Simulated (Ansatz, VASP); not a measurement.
B3N2 in VASP and in Ansatz

```
B N
1.0
     3.44739    0.00000    0.00000
    -1.72370    2.98553    0.00000
     0.00000    0.00000    4.28772
B N
3 2
Direct
  0.33446 0.00000 0.00000
  0.00000 0.33446 0.00000
  0.66554 0.66554 0.00000
  0.00000 0.00000 0.75802
  0.00000 0.00000 0.24198
```

Alike in both runs: functional PBE; k mesh 12 × 12 × 10; occupations gaussian, width 0.1 eV; no spin polarisation.

Ansatz relaxed the structure, and its values are those at the end. VASP's run is a single point on that final structure, the one shown.

```csv
,VASP,Ansatz
version,VASP 6.6.1,Ansatz 0.2.0
potentials or method,"VASP PAW PBE potentials, release 64 (B, N), cutoff 520 eV","scalar-relativistic, plane waves, PAW"
valence electrons in the cell,19,19
```

|  | VASP | Ansatz | Ansatz less VASP |
| --- | --- | --- | --- |
| gap on the k mesh at the Fermi level (eV) | none | none | - |
| pressure (GPa) | 0.3 | 0.0 | -0.31 |
| rms of the force components (eV/Å) | 0.043 | 0.001 | -0.0414 |

A gap of «none» marks a metal or a gap that the smearing closes.
